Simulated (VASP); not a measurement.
Write the native input for VASP 6.6.1 that does the following.

```yaml
Task: single point
Functional: LDA
Potentials_or_basis: VASP PAW LDA potentials, release 64 (Se, Li_sv)
Cutoff: 750 eV
k_mesh: 7 × 7 × 7
Occupations: fermi-dirac, width 0.05 eV
Spin: no spin polarisation
Dipole_correction: no
Further_INCAR_settings: ALGO = Normal; EDIFF = 1e-06; NBANDS = 13
```

The structure of Li2Se lies in POSCAR:

```
Li2Se
1.0
    0.0000000000      2.9619207013      2.9619207013
    2.9619207013      0.0000000000      2.9619207013
    2.9619207013      2.9619207013      0.0000000000
Se Li
1 2
Direct
    0.0000000000      0.0000000000      0.0000000000
    0.7500000000      0.7500000000      0.7500000000
    0.2500000000      0.2500000000      0.2500000000
```

These files were run (other wordings do the same):

INCAR

```
ALGO = Normal
EDIFF = 1E-6
ENCUT = 750
GGA_COMPAT = False
ISIF = 2
ISMEAR = -1
LASPH = True
LCHARG = False
LREAL = False
LWAVE = False
NBANDS = 13
NELM = 120
PREC = Accurate
SIGMA = 0.05
```

KPOINTS

```
k-points
0
Gamma
  7 7 7
```

Potentials or basis: VASP PAW LDA potentials, release 64 (Se, Li_sv).

Command:

```sh
$ cat potpaw_LDA.64/Se/POTCAR potpaw_LDA.64/Li_sv/POTCAR > POTCAR
$ mpirun -np 1 vasp_std > vasp.out
```

It gave:

The pressure is -1.4 GPa and the band gap on the k mesh is 2.91 eV (least direct gap 3.38 eV).

Caveat: an odd mesh through Γ misses points on the zone boundary, where band edges can lie.

Wall time 44 s on 1 thread of Intel Xeon 8259CL, with other jobs on the host, peak memory 0.2 GiB.
